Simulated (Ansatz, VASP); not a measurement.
# Sb: VASP beside Ansatz

File INCAR:

```
PREC = Accurate
ENCUT = 520
EDIFF = 1E-6
ISMEAR = -1
SIGMA = 0.05
LREAL = False
LASPH = True
NELM = 100
ALGO = Normal
ISIF = 2
LWAVE = False
LCHARG = False
GGA = PE
NBANDS = 8
```

File KPOINTS:

```
Automatic mesh
0
Gamma
  19 19 19
```

The input POSCAR:

```
Sb
1.0
   -1.5448500000      1.4952500000      2.4800000000
    1.4952500000     -1.5448500000      2.4800000000
    1.5147500000      1.5147500000     -2.5101000000
Sb
1
Direct
    0.0000000000      0.0000000000      0.0000000000
```

Input for Ansatz:

```yaml
crystal:
  lattice:
    - [-1.54485, 1.49525, 2.48]
    - [1.49525, -1.54485, 2.48]
    - [1.51475, 1.51475, -2.5101]
  atoms:
    - { symbol: Sb, position: [0.0, 0.0, 0.0] }
kpoints:
  mp_grid: { grid: [19, 19, 19] }
  band_path:
    path:
      - [0.0, 0.0, 0.0]
      - [0.5, 0.5, -0.5]
      - [0.1775915354, 0.8224084646, -0.5]
      - [-0.1775915354, 0.1775915354, 0.5]
      - [0.0, 0.0, 0.5]
      - [0.0, 0.0, 0.0]
      - [-0.5, 0.5, 0.0]
      - [0.0, 0.5, 0.0]
      - [0.0, 0.0, 0.0]
    npoints: 5
scf:
  occupations: { method: fermi_dirac, width: 0.05 }
hamiltonian:
  xc: pbe
  pseudopotentials: { kind: all_electron, lapw: { basis_error: 0.00025 } }
output:
  forces: true
  stress: true
  eigenvalues: true
```

Change from the starting cell: equal xy, yz and zx shear strains of -2 %.

Alike in both runs: task single point; functional PBE; k mesh 19 × 19 × 19; occupations fermi-dirac, width 0.05 eV; no spin polarisation.

|  | VASP | Ansatz |
| --- | --- | --- |
| version | VASP 6.6.1 | Ansatz 0.2.0 |
| potentials or method | VASP PAW PBE potentials, release 64 (Sb), cutoff 520 eV | all-electron LAPW, scalar-relativistic |

```csv
,VASP,Ansatz,Ansatz less VASP
pressure (GPa),19.3,19.4,+0.03
"traceless stress, the component that is largest in VASP (GPa)",-1.05,-0.97,+0.079
```

Ansatz ran all-electron here, and VASP with PAW potentials.

Spin-orbit coupling is off throughout.
